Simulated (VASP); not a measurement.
# GaSb5P (P4/mmm) in VASP: notebook

Runs on GaSb5P. Level: PBE. Tasks: single point, relaxation of cell and atoms.

Everything below comes from runs of VASP 6.6.1. Logs are shortened: lines on timing, memory, paths and dates and some standing lists are left out, and cuts for length are marked.

### 1 The cell of the first run

Symmetry: P4/mmm, No. 123, tetragonal system. The conventional cell has a = 7.296 Å, b = 7.296 Å, c = 5.292 Å, α = 90.00°, β = 90.00°, γ = 90.00°. Within 3.5 Å of Ga (site symmetry 4/mmm) lie 2 Sb at 2.65 Å. Within 3.8 Å of Sb (site symmetry m2m) lie 3 Sb at 2.85 to 3.14 Å and 2 P at 3.33 Å. Sb (site symmetry 4/mmm) has 2 Ga at 2.65 Å and 4 Sb at 3.14 Å within 3.5 Å. Within 4.4 Å of P (site symmetry 4/mmm) lie 8 Sb at 3.33 Å.

The cell was generated, and may not be a known phase.

### 2 Single point, PBE

File INCAR:

```
PREC = Accurate ; ENCUT = 520
EDIFF = 1E-6 ; ISMEAR = 0
SIGMA = 0.2 ; LREAL = False
LASPH = True ; NELM = 80
ALGO = Normal ; ISIF = 2
LWAVE = False ; LCHARG = False
GGA = PE ; NBANDS = 30
```

File KPOINTS:

```
regular mesh
0
Gamma
  3 3 4
```

File POSCAR:

```
GaSb5P
1.0
    7.2961674069      0.0000000000      0.0000000000
    0.0000000000      7.2961674069      0.0000000000
    0.0000000000      0.0000000000      5.2920150584
Ga Sb P
1 5 1
Direct
    0.5000000000      0.5000000000      0.0000000000
    0.8046846238      0.8046846238      0.5000000000
    0.1953153762      0.1953153762      0.5000000000
    0.1953153762      0.8046846238      0.5000000000
    0.8046846238      0.1953153762      0.5000000000
    0.5000000000      0.5000000000      0.5000000000
    0.0000000000      0.0000000000      0.0000000000
```

Potentials or basis: VASP PAW PBE potentials, release 64 (Ga_d, Sb, P).

Run with:

```console
> cat potpaw_PBE.64/Ga_d/POTCAR potpaw_PBE.64/Sb/POTCAR potpaw_PBE.64/P/POTCAR > POTCAR
> mpirun -np 1 vasp_std > vasp.out
```

OUTCAR:

```text
PREC = Accurate
   ENCUT = 520
   EDIFF = 1E-6
   ISMEAR = 0
   LREAL = False
   LASPH = True
   NELM = 80
   ISIF = 2
   GGA = PE

 ion  position               nearest neighbor table
   1  0.500  0.500  0.000-   6 2.65   6 2.65
   2  0.805  0.805  0.500-   4 2.85   5 2.85   6 3.14   7 3.33   7 3.33
   3  0.195  0.195  0.500-   4 2.85   5 2.85   6 3.14   7 3.33   7 3.33
   4  0.195  0.805  0.500-   2 2.85   3 2.85   6 3.14   7 3.33   7 3.33
   5  0.805  0.195  0.500-   2 2.85   3 2.85   6 3.14   7 3.33   7 3.33
   6  0.500  0.500  0.500-   1 2.65   1 2.65   3 3.14   4 3.14   5 3.14   2 3.14
   7  0.000  0.000  0.000-   2 3.33   3 3.33   4 3.33   5 3.33   2 3.33   3 3.33   4 3.33   5 3.33

  LATTYP: Found a simple tetragonal cell.
 ALAT       =     7.2961674069
 C/A-ratio  =     0.7253143689

  Lattice vectors:

 A1 = (   7.2961674069,   0.0000000000,   0.0000000000)
 A2 = (   0.0000000000,   7.2961674069,   0.0000000000)
 A3 = (   0.0000000000,   0.0000000000,   5.2920150584)

Analysis of symmetry for initial positions (statically):
=====================================================================
 Subroutine PRICEL returns:
 Original cell was already a primitive cell.

 Routine SETGRP: Setting up the symmetry group for a
 simple tetragonal supercell.

 Subroutine GETGRP returns: Found 16 space group operations
 (whereof 16 operations were pure point group operations)
 out of a pool of 16 trial point group operations.

The static configuration has the point symmetry D_4h.

Analysis of symmetry for dynamics (positions and initial velocities):
=====================================================================
 Subroutine PRICEL returns:
 Original cell was already a primitive cell.

 Routine SETGRP: Setting up the symmetry group for a
 simple tetragonal supercell.

 Subroutine GETGRP returns: Found 16 space group operations
 (whereof 16 operations were pure point group operations)
 out of a pool of 16 trial point group operations.

The dynamic configuration has the point symmetry D_4h.

 Subroutine INISYM returns: Found 16 space group operations
 (whereof 16 operations are pure point group operations),
 and found     1 'primitive' translations

----------------------------------------------------------------------------------------

                                     Primitive cell

  volume of cell :     281.7154

[... 85 lines left out ...]
   NSW    =      0    number of steps for IOM
   IBRION =     -1    ionic relax: 0-MD 1-quasi-New 2-CG
   NFREE  =      0    steps in history (QN), initial steepest desc. (CG)
   ISIF   =      2    stress and relaxation
   ISYM   =      2    0-nonsym 1-usesym 2-fastsym
   POTIM  = 0.5000    time-step for ionic-motion
   TEBEG  =    0.0;   TEEND  =   0.0 temperature during run
   PSTRESS=    0.0 pullay stress
   NELECT =      43.0000    total number of electrons
   NUPDOWN=      -1.0000    fix difference up-down
   EMIN   =  10.00;   EMAX   =-10.00  energy-range for DOS
   EFERMI =   0.00;   METHOD = LEGACY
   ISMEAR =     0;   SIGMA  =   0.20  broadening in eV -4-tet -1-fermi 0-gaus
   EFERMI_NEDOS =   21; number of points for ismear=-14 and -15
   IALGO  =     38    algorithm
   IMIX   =      4    mixing-type and parameters
     AMIX     =   0.40;   BMIX     =  1.00
     AMIX_MAG =   1.60;   BMIX_MAG =  1.00
  volume/ion in A,a.u.               =      40.25       271.59
  Fermi-wavevector in a.u.,A,eV,Ry     =   0.874905  1.653330 10.414692  0.765458
  Thomas-Fermi vector in A             =   1.994501
   LORBIT       =      0    0 simple, 1 ext, 2 COOP (PROOUT), +10 PAW based schemes
   GGA     = PE    functional components
   LHFCALC =     F    Hartree Fock is set to
   AEXX    =    0.0000 exact exchange contribution
   IVDW    =     0    specifies the selected vdW correction
   LEPSILON=     F    determine dielectric tensor
   LRPA    =     F    only Hartree local field effects (RPA)
 non-spin polarized calculation
 Gauss-broadening in eV      SIGMA  =   0.20
  energy-cutoff  :      520.00
  volume of cell :      281.72
 maximum number of plane-waves:      7604
 NGX is ok and might be reduce to    54
   NGX = 27   NGY = 27   NGZ = 19

 number of electron      43.0000003 magnetization

 Free energy of the ion-electron system (eV)
  ---------------------------------------------------
  ext. energy  EPLUGINS =         0.00000000
  ---------------------------------------------------
  free energy    TOTEN  =       -23.96566785 eV

  energy without entropy =      -23.82071562  energy(sigma->0) =      -23.89319173

 E-fermi :   3.1923     XC(G=0):  -7.6964

 val. band max:        3.1906342688   @ k =   0.3333   0.0000   0.5000
 cond. band min:       3.2138768947   @ k =   0.3333   0.3333   0.2500
 fundamental gap:      0.0232426259
 Fermi energy:         3.1922530869

 k-point     1 :       0.0000    0.0000    0.0000
  band No.  band energies     occupation
      1     -11.7956      2.00000
      2     -11.7707      2.00000
      3     -11.7705      2.00000
      4     -11.7198      2.00000
      5     -11.7198      2.00000
      6      -8.5630      2.00000
[... 286 lines left out ...]
     29       6.0305      0.00000
     30       6.4390      0.00000

------------------------ aborting loop because EDIFF is reached ----------------------------------------

  FORCE on cell =-STRESS in cart. coord.  units (eV):
  Direction    XX          YY          ZZ          XY          YZ          ZX
  --------------------------------------------------------------------------------------
  -------------------------------------------------------------------------------------
  Total        0.8665267      0.8665267      0.8214886      0.0000000     -0.0000000     -0.0000000
  in kB        4.9281270      4.9281270      4.6719855      0.0000000     -0.0000000     -0.0000000
  external PRESSURE =       4.8427465 kB  Pullay stress =       0.0000000 kB

 VOLUME and BASIS-vectors are now :
 -----------------------------------------------------------------------------
  energy-cutoff  :      520.00
  volume of cell :      281.72
      direct lattice vectors                 reciprocal lattice vectors
     7.296167407  0.000000000  0.000000000     0.137058259  0.000000000  0.000000000
     0.000000000  7.296167407  0.000000000     0.000000000  0.137058259  0.000000000
     0.000000000  0.000000000  5.292015058     0.000000000  0.000000000  0.188963937

 POSITION                                       TOTAL-FORCE (eV/Angst)
 -----------------------------------------------------------------------------------
      3.64808      3.64808      0.00000         0.000000      0.000000     -0.000000
      5.87111      5.87111      2.64601        -0.013044     -0.013044     -0.000000
      1.42505      1.42505      2.64601         0.013044      0.013044     -0.000000
      1.42505      5.87111      2.64601         0.013044     -0.013044      0.000000
      5.87111      1.42505      2.64601        -0.013044      0.013044     -0.000000
      3.64808      3.64808      2.64601         0.000000      0.000000     -0.000000
      0.00000      0.00000      0.00000         0.000000      0.000000     -0.000000
 -----------------------------------------------------------------------------------
    total drift:                                0.000000      0.000000      0.000000

  FREE ENERGIE OF THE ION-ELECTRON SYSTEM (eV)
  ---------------------------------------------------
  free  energy   TOTEN  =       -23.9656678456 eV

  energy  without entropy=      -23.8207156191  energy(sigma->0) =      -23.89319173
```

stdout:

```text
POSCAR found type information on POSCAR GaSbP
 POSCAR found :  3 types and       7 ions
 scaLAPACK will be used
 LDA part: xc-table for (Slater+PW92), standard interpolation
 POSCAR, INCAR and KPOINTS ok, starting setup
 FFT: planning ... GRIDC
 FFT: planning ... GRID_SOFT
 FFT: planning ... GRID
 WAVECAR not read
 entering main loop
```

It took 97 s on 1 thread of Intel Xeon Platinum 8175M at 2.50GHz (Skylake/Cascade Lake), shared host; peak memory 0.37 GiB.

Results:

* Free energy: -23.9657 eV
* Pressure: 0.5 GPa
* Largest force: 0.018 eV/Å
* Band gap on the k mesh: zero (an odd number of electrons rules out a gap without spin polarisation)

Forces in eV/Å, atoms in the order of the input:
```
Ga   0.000  0.000  0.000
Sb  -0.013 -0.013  0.000
Sb   0.013  0.013  0.000
Sb   0.013 -0.013  0.000
Sb  -0.013  0.013  0.000
Sb   0.000  0.000  0.000
P    0.000  0.000  0.000
```

Levels at points of the mesh, in eV from the Fermi level:
```csv
k point,band 18,band 19,band 20,band 21,band 22,band 23,band 24,band 25
"(0.00, 0.00, 0.00)",-2.28,-0.63,-0.63,-0.59,-0.59,1.13,1.13,1.25
"(0.00, 0.00, 0.50)",-2.66,-1.21,0.44,0.53,0.53,0.61,1.48,1.48
```

Caveat: spin-orbit coupling is left out, which moves the levels of the heavy elements; an odd number of electrons without spin polarisation forces a metal; a magnetic or distorted state may lie lower.

### 3 Relaxation of cell and atoms, PBE

This run uses another cell than the first one, of 26.69 Å³/atom.

File INCAR:

```
PREC = Accurate
ENCUT = 600
EDIFF = 1E-6
ISMEAR = 0
SIGMA = 0.2
LREAL = F
LASPH = T
NELM = 60
ALGO = Normal
ISIF = 3
LWAVE = F
LCHARG = F
GGA = PE
IBRION = 2
NSW = 36
EDIFFG = -0.08
```

KPOINTS is that of step 2.

File POSCAR:

```
GaSb5P
1.0
    6.3008008500      0.0000000000      0.0000000000
    0.0000000000      6.3008008500      0.0000000000
    0.0000000000      0.0000000000      4.7065286200
Ga Sb P
1 5 1
Direct
    0.5000000000      0.5000000000      0.0000000000
    0.8119336100      0.8119336100      0.5000000000
    0.1880663900      0.1880663900      0.5000000000
    0.1880663900      0.8119336100      0.5000000000
    0.8119336100      0.1880663900      0.5000000000
    0.5000000000      0.5000000000      0.5000000000
    0.0000000000      0.0000000000      0.0000000000
```

Potentials or basis: VASP PAW PBE potentials, release 64 (Ga_d, Sb, P).

Run with:

```console
> cat potpaw_PBE.64/Ga_d/POTCAR potpaw_PBE.64/Sb/POTCAR potpaw_PBE.64/P/POTCAR > POTCAR
> mpirun -np 1 vasp_std > vasp.out
```

Wall time 18 min (1 thread of Intel Xeon Platinum 8175M at 2.50GHz (Skylake/Cascade Lake), shared host); peak memory 0.35 GiB.

It converged, with:

```
Free energy                           : -23.9656 eV
Relaxed volume                        : 40.74 Å³/atom
Relaxed cell                          : a = 7.307 Å, b = 7.307 Å, c = 5.341 Å, α = 90.00°, β = 90.00°, γ = 90.00°
Space group after relaxing (to 0.1 Å) : P4/mmm (No. 123)
Energy gained by relaxing             : 1144.5 meV/atom
Ionic steps                           : 13
Pressure after relaxing               : 0.1 GPa
Largest force after relaxing          : 0.040 eV/Å
Band gap on the k mesh                : zero (an odd number of electrons rules out a gap without spin polarisation)
```

Forces in eV/Å, atoms in the order of the input:
```
Ga   0.000  0.000  0.000
Sb   0.028  0.028  0.000
Sb  -0.028 -0.028  0.000
Sb  -0.028  0.028  0.000
Sb   0.028 -0.028  0.000
Sb   0.000  0.000  0.000
P    0.000  0.000  0.000
```

Stress tensor (GPa, compression positive):
```
 0.25  0.00  0.00
 0.00  0.25  0.00
 0.00  0.00 -0.13
```

Step by step:
```csv
step,energy change (eV),largest force (eV/Å),pressure (GPa),volume (Å³)
1,0.0000,9.3170,32.95,186.85
2,-3.5605,0.8208,-4.10,375.63
3,-6.9338,1.5381,1.33,257.91
4,-7.1293,1.5403,1.46,255.63
5,-6.9572,0.9063,5.86,231.21
6,-7.1472,1.4826,2.24,250.20
7,-7.1501,1.4598,2.45,248.81
8,-7.6324,1.0991,0.21,269.02
9,-7.8049,0.8221,-1.93,302.28
10,-7.8184,0.8722,-1.54,294.45
11,-7.9913,0.0102,0.03,286.30
12,-7.9927,0.0973,-0.12,286.92
13,-8.0115,0.0403,0.13,285.16
```

Final structure:
```
CELL_PARAMETERS angstrom
7.30661 0.00000 0.00000
0.00000 7.30661 0.00000
0.00000 0.00000 5.34139
ATOMIC_POSITIONS crystal
Ga 0.50000 0.50000 0.00000
Sb 0.80452 0.80452 0.50000
Sb 0.19548 0.19548 0.50000
Sb 0.19548 0.80452 0.50000
Sb 0.80452 0.19548 0.50000
Sb 0.50000 0.50000 0.50000
P 0.00000 0.00000 0.00000
```

Levels at points of the mesh, in eV from the Fermi level:
```
           k point  band 18  band 19  band 20  band 21  band 22  band 23  band 24  band 25
(0.00, 0.00, 0.00)    -2.28    -0.63    -0.63    -0.59    -0.59     1.14     1.14     1.23
(0.00, 0.00, 0.50)    -2.60    -1.24     0.47     0.55     0.55     0.56     1.47     1.47
```

Caveat: the volume moved by over 15 % at a fixed basis, so the end points are rough; spin-orbit coupling is left out, which moves the levels of the heavy elements; an odd number of electrons without spin polarisation forces a metal; a magnetic or distorted state may lie lower; the relaxation stopped at a loose force limit of 0.08 eV/Å, so its end isn't a converged minimum.

The gap in the log of VASP goes by the Fermi energy; the results here count the filled bands.